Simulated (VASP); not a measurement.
A run of VASP 6.6.1:

File INCAR:

```
  PREC = Accurate
  ENCUT = 520
  EDIFF = 1E-6
  ISMEAR = 0
  SIGMA = 0.01
  LREAL = F
  LASPH = T
  NELM = 60
  ALGO = Normal
  ISIF = 2
  LWAVE = F
  LCHARG = F
  GGA = PE
  NBANDS = 11
```

KPOINTS

```
regular mesh
0
Gamma
  8 8 8
```

Contents of POSCAR:

```
BAs
1.0
    0.0000000000      2.3885000000      2.3885000000
    2.3885000000      0.0000000000      2.3885000000
    2.3885000000      2.3885000000      0.0000000000
B As
1 1
Direct
    0.0000000000      0.0000000000      0.0000000000
    0.2500000000      0.2500000000      0.2500000000
```

Potentials or basis: VASP PAW PBE potentials, release 64 (B, As).

Run with:

```console
$ cat potpaw_PBE.64/B/POTCAR potpaw_PBE.64/As/POTCAR > POTCAR
$ mpirun -np 1 vasp_std > vasp.out
```

Hardware: 1 thread of AMD EPYC 7R13 Processor (Zen 3) (shared host).

How long does it take, and how much memory?

Run time: 7.4 s on 1 thread of AMD EPYC 7R13 Processor (Zen 3), on a shared host, peak memory 0.13 GiB. Counts: scf iterations 12, k points 29.
